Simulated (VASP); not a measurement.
# CoO (I4/mmm) in VASP: further runs

The runs below take CoO through single point, with PBEsol.

Program: VASP 6.6.1. These are calculated values, not measurements. Logs are shortened: lines on timing, memory, paths and dates and some standing lists are left out, and cuts for length are marked.

### 1 The cell of the first run

The structure is tetragonal, space group I4/mmm (No. 139). Conventional cell: a = 3.016 Å, b = 3.016 Å, c = 4.214 Å, α = 90.00°, β = 90.00°, γ = 90.00°. Co (site symmetry 4/mmm) has 6 O at 2.11 to 2.13 Å within 2.8 Å. O (site symmetry 4/mmm) has 6 Co at 2.11 to 2.13 Å within 2.8 Å.

### 2 Single point, PBEsol, collinear spin, ferromagnetic start

The input, INCAR:

```
SYSTEM = CoO
PREC = Accurate
ENCUT = 520
EDIFF = 1E-6
ISMEAR = -1
SIGMA = 0.05
LREAL = .FALSE.
LASPH = .TRUE.
NELM = 150
ALGO = Normal
ISIF = 2
LWAVE = .FALSE.
LCHARG = .FALSE.
ISPIN = 2
MAGMOM = 1.5 0
LORBIT = 11
NUPDOWN = 1.5
LMAXMIX = 4
GGA = PS
NBANDS = 18
```

The input, KPOINTS:

```
regular mesh
0
G
  10 10 10
  0 0 0
```

The input, POSCAR:

```
CoO
1.0
   -1.5080000000      1.5080000000      2.1072475377
    1.5080000000     -1.5080000000      2.1072475377
    1.5080000000      1.5080000000     -2.1072475377
Co O
1 1
Direct
    0.0000000000      0.0000000000      0.0000000000
    0.5000000000      0.5000000000      0.0000000000
```

Potentials or basis: VASP PAW PBE potentials, release 64 (Co, O).

Started as:

```bash
> cat potpaw_PBE.64/Co/POTCAR potpaw_PBE.64/O/POTCAR > POTCAR
> mpirun -np 1 vasp_std > vasp.out
```

OUTCAR:

```text
SYSTEM = CoO
   PREC = Accurate
   ENCUT = 520
   EDIFF = 1E-6
   ISMEAR = -1
   LREAL = .FALSE.
   LASPH = .TRUE.
   NELM = 150
   ISIF = 2
   ISPIN = 2
   LORBIT = 11
   NUPDOWN = 1.5
   GGA = PS

 ion  position               nearest neighbor table
   1  0.000  0.000  0.000-   2 2.11   2 2.11   2 2.13   2 2.13   2 2.13   2 2.13
   2  0.500  0.500  0.000-   1 2.11   1 2.11   1 2.13   1 2.13   1 2.13   1 2.13

  LATTYP: Found a body centered tetragonal cell.
 ALAT       =     3.0160000000
 C/A-ratio  =     1.3973790038

  Lattice vectors:

 A1 = (  -1.5080000000,   1.5080000000,   2.1072475377)
 A2 = (   1.5080000000,  -1.5080000000,   2.1072475377)
 A3 = (   1.5080000000,   1.5080000000,  -2.1072475377)

Analysis of symmetry for initial positions (statically):
=====================================================================
 Subroutine PRICEL returns:
 Original cell was already a primitive cell.

 Routine SETGRP: Setting up the symmetry group for a
 body centered tetragonal supercell.

 Subroutine GETGRP returns: Found 16 space group operations
 (whereof 16 operations were pure point group operations)
 out of a pool of 16 trial point group operations.

The static configuration has the point symmetry D_4h.

Analysis of symmetry for dynamics (positions and initial velocities):
=====================================================================
 Subroutine PRICEL returns:
 Original cell was already a primitive cell.

 Routine SETGRP: Setting up the symmetry group for a
 body centered tetragonal supercell.

 Subroutine GETGRP returns: Found 16 space group operations
 (whereof 16 operations were pure point group operations)
 out of a pool of 16 trial point group operations.

The dynamic configuration has the point symmetry D_4h.

Analysis of structural, dynamic, and magnetic symmetry:
=====================================================================
 Subroutine PRICEL returns:
 Original cell was already a primitive cell.

 Routine SETGRP: Setting up the symmetry group for a
 body centered tetragonal supercell.

 Subroutine GETGRP returns: Found 16 space group operations
 (whereof 16 operations were pure point group operations)
 out of a pool of 16 trial point group operations.

The overall configuration has the point symmetry D_4h.

 Subroutine INISYM returns: Found 16 space group operations
 (whereof 16 operations are pure point group operations),
 and found     1 'primitive' translations

----------------------------------------------------------------------------------------

                                     Primitive cell

  volume of cell :      19.1681

  direct lattice vectors                    reciprocal lattice vectors
    -1.508000000  1.508000000  2.107247538     0.000000000  0.331564987  0.237276348
     1.508000000 -1.508000000  2.107247538     0.331564987  0.000000000  0.237276348
     1.508000000  1.508000000 -2.107247538     0.331564987  0.331564987  0.000000000

  length of vectors
     2.998102764  2.998102764  2.998102764     0.407719764  0.407719764  0.468903701

  position of ions in fractional coordinates (direct lattice)
     0.000000000  0.000000000  0.000000000
     0.500000000  0.500000000  0.000000000

  ion indices of the primitive-cell ions
   primitive index   ion index
                 1           1
                 2           2

----------------------------------------------------------------------------------------

 KPOINTS: regular mesh

Automatic generation of k-mesh.
 Grid dimensions read from file:
 generate k-points for:   10   10   10

 Generating k-lattice:

  Cartesian coordinates                     Fractional coordinates (reciprocal lattice)
     0.000000000  0.033156499  0.023727635     0.100000000  0.000000000 -0.000000000
     0.033156499  0.000000000  0.023727635     0.000000000  0.100000000 -0.000000000
     0.033156499  0.033156499  0.000000000     0.000000000  0.000000000  0.100000000

  Length of vectors
     0.040771976  0.040771976  0.046890370

  Shift w.r.t. Gamma in fractional coordinates (k-lattice)
     0.000000000  0.000000000  0.000000000

 Subroutine IBZKPT returns following result:
 ===========================================

 Found    102 irreducible k-points:

 Following reciprocal coordinates:
            Coordinates               Weight
  0.000000  0.000000  0.000000      1.000000
  0.100000  0.000000  0.000000      8.000000
  0.200000  0.000000  0.000000      8.000000
  0.300000  0.000000  0.000000      8.000000
  0.400000  0.000000  0.000000      8.000000
  0.500000  0.000000 -0.000000      4.000000
[... 16 lines left out ...]
  0.300000  0.300000  0.000000      8.000000
  0.400000  0.300000 -0.000000     16.000000
 [... further k-points ...]
   k-points           NKPTS =    102   k-points in BZ     NKDIM =    102   number of bands    NBANDS=     18
   number of dos      NEDOS =    301   number of ions     NIONS =      2
   total plane-waves  NPLWV =  13824
   dimension x,y,z NGX =    24 NGY =   24 NGZ =   24
   dimension x,y,z NGXF=    48 NGYF=   48 NGZF=   48
   ions per type =               1   1
   NGX,Y,Z   is equivalent  to a cutoff of  13.31, 13.31, 13.31 a.u.
   NGXF,Y,Z  is equivalent  to a cutoff of  26.62, 26.62, 26.62 a.u.
 SYSTEM =  CoO
   PREC   = accura    normal or accurate (medium, high low for compatibility)
   ISTART =      0    job   : 0-new  1-cont  2-samecut
   ICHARG =      2    charge: 1-file 2-atom 10-const
   ISPIN  =      2    spin polarized calculation?
   LNONCOLLINEAR =      F non collinear calculations
   LSORBIT =      F    spin-orbit coupling
   LASPH  =      T    aspherical Exc in radial PAW
   ENCUT  =  520.0 eV  38.22 Ry    6.18 a.u.   5.57  5.57  5.57*2*pi/ulx,y,z
   NELM   =    150;   NELMIN=  2; NELMDL= -5     # of ELM steps
   EDIFF  = 0.1E-05   stopping-criterion for ELM
   LREAL  =      F    real-space projection
   EDIFFG = 0.1E-04   stopping-criterion for IOM
   NSW    =      0    number of steps for IOM
   IBRION =     -1    ionic relax: 0-MD 1-quasi-New 2-CG
   NFREE  =      0    steps in history (QN), initial steepest desc. (CG)
   ISIF   =      2    stress and relaxation
   ISYM   =      2    0-nonsym 1-usesym 2-fastsym
   POTIM  = 0.5000    time-step for ionic-motion
   TEBEG  =    0.0;   TEEND  =   0.0 temperature during run
   PSTRESS=    0.0 pullay stress
   NELECT =      15.0000    total number of electrons
   NUPDOWN=       1.5000    fix difference up-down
   EMIN   =  10.00;   EMAX   =-10.00  energy-range for DOS
   EFERMI =   0.00;   METHOD = LEGACY
   ISMEAR =    -1;   SIGMA  =   0.05  broadening in eV -4-tet -1-fermi 0-gaus
   EFERMI_NEDOS =   21; number of points for ismear=-14 and -15
   IALGO  =     38    algorithm
   IMIX   =      4    mixing-type and parameters
     AMIX     =   0.40;   BMIX     =  1.00
     AMIX_MAG =   1.60;   BMIX_MAG =  1.00
  volume/ion in A,a.u.               =       9.58        64.68
  Fermi-wavevector in a.u.,A,eV,Ry     =   1.508618  2.850874 30.965868  2.275927
  Thomas-Fermi vector in A             =   2.619048
   LORBIT       =     11    0 simple, 1 ext, 2 COOP (PROOUT), +10 PAW based schemes
   GGA     = PS    functional components
   LHFCALC =     F    Hartree Fock is set to
   AEXX    =    0.0000 exact exchange contribution
   IVDW    =     0    specifies the selected vdW correction
   LEPSILON=     F    determine dielectric tensor
   LRPA    =     F    only Hartree local field effects (RPA)
 spin polarized calculation
  energy-cutoff  :      520.00
  volume of cell :       19.17
 maximum number of plane-waves:       533
 NGX is ok and might be reduce to    24
   NGX = 11   NGY = 11   NGZ = 11

 number of electron      15.0000006 magnetization       1.5000000

 Free energy of the ion-electron system (eV)
  ---------------------------------------------------
  ext. energy  EPLUGINS =         0.00000000
  ---------------------------------------------------
  free energy    TOTEN  =       -13.75274256 eV

  energy without entropy =      -13.71279526  energy(sigma->0) =      -13.73276891

 E-fermi :   7.9287     XC(G=0): -12.7179

 val. band max:        7.9267811818   @ k =  -0.4000   0.3000  -0.0000
 cond. band min:       7.4954752673   @ k =  -0.4000  -0.4000   0.1000
 fundamental gap:     -0.4313059145
 Fermi energy:         7.4932446544

 spin component 1

 k-point     1 :       0.0000    0.0000    0.0000
  band No.  band energies     occupation
      1     -12.5518      1.00000
      2       4.4286      1.00000
      3       4.4677      1.00000
      4       4.4677      1.00000
      5       5.5075      1.00000
      6       5.5197      1.00000
[... 10 lines left out ...]
     17      29.9232      0.00000
     18      32.6649      0.00000

 k-point     2 :       0.1000    0.0000    0.0000
  band No.  band energies     occupation
      1     -12.4480      1.00000
      2       3.6487      1.00000
      3       3.8954      1.00000
      4       3.9197      1.00000
      5       5.7083      1.00000
      6       5.7499      1.00000
[... 10 lines left out ...]
     17      30.9165      0.00000
     18      34.2449      0.00000

 k-point     3 :       0.2000    0.0000    0.0000
  band No.  band energies     occupation
      1     -12.1632      1.00000
      2       2.2316      1.00000
      3       3.1356      1.00000
      4       3.1639      1.00000
      5       5.9165      1.00000
      6       5.9528      1.00000
[... 412 lines left out ...]
 k-point    23 :       0.3000    0.3000    0.0000
  band No.  band energies     occupation
      1     -11.2523      1.00000
      2       0.5785      1.00000
      3       1.6977      1.00000
      4       2.1384      1.00000
      5       6.1873      1.00000
      6       6.4779      1.00000
[... 10 lines left out ...]
     17      36.5872      0.00000
     18      38.5365      0.00000

 k-point    24 :       0.4000    0.3000   -0.0000
  band No.  band energies     occupation
      1     -11.2106      1.00000
      2       0.8405      1.00000
      3       1.4992      1.00000
      4       2.3346      1.00000
      5       5.9443      1.00000
      6       6.6202      1.00000
[... 10 lines left out ...]
     17      36.6420      0.00000
     18      38.2974      0.00000

 [... further k-points ...]

 spin component 2

 k-point     1 :       0.0000    0.0000    0.0000
  band No.  band energies     occupation
      1     -12.4574      1.00000
      2       4.5135      1.00000
      3       4.5612      1.00000
      4       4.5612      1.00000
      5       6.6758      1.00000
      6       6.6758      1.00000
[... 10 lines left out ...]
     17      30.4603      0.00000
     18      33.1976      0.00000

 k-point     2 :       0.1000    0.0000    0.0000
  band No.  band energies     occupation
      1     -12.3543      1.00000
      2       3.8063      1.00000
      3       4.2269      1.00000
      4       4.2575      1.00000
      5       6.7911      1.00000
      6       6.8063      1.00000
[... 10 lines left out ...]
     17      31.3660      0.00000
     18      34.7822      0.00000

 k-point     3 :       0.2000    0.0000    0.0000
  band No.  band energies     occupation
      1     -12.0716      1.00000
      2       2.4183      1.00000
      3       3.6324      1.00000
      4       3.6645      1.00000
      5       7.0396      1.00000
      6       7.0484      1.00000
[... 412 lines left out ...]
 k-point    23 :       0.3000    0.3000    0.0000
  band No.  band energies     occupation
      1     -11.1595      1.00000
      2       0.8286      1.00000
      3       1.8772      1.00000
      4       2.6910      1.00000
      5       7.4746      0.99989
      6       7.5776      0.99911
[... 10 lines left out ...]
     17      36.8825      0.00000
     18      38.9389      0.00000

 k-point    24 :       0.4000    0.3000   -0.0000
  band No.  band energies     occupation
      1     -11.1139      1.00000
      2       1.0257      1.00000
      3       1.7363      1.00000
      4       2.8137      1.00000
      5       7.0070      1.00000
      6       7.7450      0.97523
[... 10 lines left out ...]
     17      36.9870      0.00000
     18      38.7165      0.00000

 [... further k-points ...]

------------------------ aborting loop because EDIFF is reached ----------------------------------------

  FORCE on cell =-STRESS in cart. coord.  units (eV):
  Direction    XX          YY          ZZ          XY          YZ          ZX
  --------------------------------------------------------------------------------------
  -------------------------------------------------------------------------------------
  Total       -2.5916158     -2.5916158     -2.5409702      0.0000000      0.0000000      0.0000000
  in kB     -216.6222061   -216.6222061   -212.3889566      0.0000000      0.0000000      0.0000000
  external PRESSURE =    -215.2111229 kB  Pullay stress =       0.0000000 kB

 VOLUME and BASIS-vectors are now :
 -----------------------------------------------------------------------------
  energy-cutoff  :      520.00
  volume of cell :       19.17
      direct lattice vectors                 reciprocal lattice vectors
    -1.508000000  1.508000000  2.107247538     0.000000000  0.331564987  0.237276348
     1.508000000 -1.508000000  2.107247538     0.331564987  0.000000000  0.237276348
     1.508000000  1.508000000 -2.107247538     0.331564987  0.331564987  0.000000000

 POSITION                                       TOTAL-FORCE (eV/Angst)
 -----------------------------------------------------------------------------------
      0.00000      0.00000      0.00000         0.000000      0.000000      0.000000
      0.00000      0.00000      2.10725        -0.000000     -0.000000     -0.000000
 -----------------------------------------------------------------------------------
    total drift:                               -0.000000      0.000000     -0.000000

  FREE ENERGIE OF THE ION-ELECTRON SYSTEM (eV)
  ---------------------------------------------------
  free  energy   TOTEN  =       -13.7527425638 eV

  energy  without entropy=      -13.7127952592  energy(sigma->0) =      -13.73276891

 total charge

# of ion       s       p       d       tot
------------------------------------------
    1        0.287   0.343   7.267   7.897
    2        1.556   3.352   0.000   4.908
--------------------------------------------------
tot          1.842   3.695   7.267  12.805

 magnetization (x)

# of ion       s       p       d       tot
------------------------------------------
    1        0.017   0.011   1.419   1.447
    2        0.021   0.012   0.000   0.033
--------------------------------------------------
tot          0.038   0.023   1.419   1.480
```

Run time: 97 s. Hardware: 1 thread of Intel Xeon 8259CL, shared host; peak memory 0.19 GiB.

What came out:

| Item | Value |
| --- | --- |
| Free energy | -13.7527 eV |
| Pressure | -21.5 GPa |
| Net moment | 1.50 μB per cell |
| Site moments | Co +1.45; O +0.03 μB |
| Valence electrons inside the program's atomic spheres | Co 7.90; O 4.91 |

Stress tensor (GPa, compression positive):
```
-21.66   0.00   0.00
  0.00 -21.66   0.00
  0.00   0.00 -21.24
```

Caveat: the cell stands under tension; the PAW data sets were made with another functional, which shifts forces and pressure a little; the total moment is fixed, so each spin has its own Fermi level; a cell with one magnetic atom can't hold antiferromagnetic order, which such compounds often take.

(Part 1 of 2 ends here.)
